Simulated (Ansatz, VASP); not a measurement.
# One calculation of Au, two programs

```
Au
1.0
     0.00000    2.06432    2.06432
     2.06432    0.00000    2.06432
     2.06432    2.06432    0.00000
Au
1
Direct
  0.00000 0.00000 0.00000
```

Change from the starting cell: volume scaled by 0.98.

Alike in both runs: task single point; functional PBE; k mesh 14 × 14 × 14; occupations fermi-dirac, width 0.03 eV; no spin polarisation.

```csv
,VASP,Ansatz
version,VASP 6.6.1,Ansatz 0.2.0
potentials or method,"VASP PAW PBE potentials, release 64 (Au), cutoff 520 eV","all-electron LAPW, scalar-relativistic"
```

Ansatz gave:

```
pressure (GPa) : 3.0
```

Problem. What did VASP give for the same quantities?

Solution. Pressure (GPa): 2.8.

Ansatz ran all-electron here, and VASP with PAW potentials.

Spin-orbit coupling is off throughout.
